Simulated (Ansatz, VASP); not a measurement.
# ZrB2 in VASP and in Ansatz

The input INCAR:

```
SYSTEM = ZrB2
ALGO = Normal
EDIFF = 1E-6
EDIFFG = -0.001
ENCUT = 600
GGA = CA
IBRION = 2
ISIF = 3
ISMEAR = -1
LASPH = .True.
LCHARG = .False.
LREAL = .False.
LWAVE = .False.
NELM = 80
NSW = 80
PREC = Accurate
SIGMA = 0.15
```

KPOINTS

```
k-points
0
Gamma
  21 21 18
  0 0 0
```

POSCAR

```
ZrB2
1.0
    3.1331377656      0.0000000000      0.0000000000
   -1.5665688828      2.7133768986      0.0000000000
    0.0000000000      0.0000000000      3.4886953752
Zr B
1 2
Direct
    0.0000000000      0.0000000000      0.0000000000
    0.3333333333      0.6666666667      0.5000000000
    0.6666666667      0.3333333333      0.5000000000
```

Input for Ansatz:

```yaml
crystal:
  lattice:
    - [3.1331377656, 0.0, 0.0]
    - [-1.5665688828, 2.7133768986, 0.0]
    - [0.0, 0.0, 3.4886953752]
  atoms:
    - { symbol: Zr, position: [0.0, 0.0, 0.0] }
    - { symbol: B, position: [0.3333333333, 0.6666666667, 0.5] }
    - { symbol: B, position: [0.6666666667, 0.3333333333, 0.5] }
basis:
  ecutwfc: 420
kpoints:
  mp_grid: { grid: [21, 21, 18] }
hamiltonian:
  xc: lda
  pseudopotentials: { kind: paw, azcp: { folder: soft_1 } }
scf:
  occupations: { method: fermi_dirac, width: 0.15 }
output:
  forces: true
  stress: true
  eigenvalues: true
relax:
  adjacent_minimum: "off"
  f_tol: 0.001
  max_steps: 60
  cell: { stress_tol: 0.01 }
```

Alike in both runs: task relaxation of cell and atoms; functional LDA; k mesh 21 × 21 × 18; occupations fermi-dirac, width 0.15 eV; no spin polarisation.

|  | VASP | Ansatz |
| --- | --- | --- |
| version | VASP 6.6.1 | Ansatz 0.2.0 |
| potentials or method | VASP PAW LDA potentials, release 64 (Zr_sv, B), cutoff 600 eV | scalar-relativistic, plane waves, PAW |
| valence electrons in the cell | 18 | 18 |

Ansatz gave:

```
gap on the k mesh at the Fermi level, each at its own relaxed structure (eV) : none
relaxed volume (Å³/atom)                                                     : 9.89
relaxed cell length with the largest relative difference (Å)                 : 3.489
```

Problem. Estimate VASP's values.

Solution. gap on the k mesh at the Fermi level, each at its own relaxed structure (eV): none; relaxed volume (Å³/atom): 9.91; relaxed cell length with the largest relative difference (Å): 3.491.

Ansatz warns that its potentials were made for another functional, while VASP's fit it. LDA's correlation is that of Perdew and Zunger in VASP and of Perdew and Wang (1992) in Ansatz. A gap of «none» marks a metal or a gap that the smearing closes.
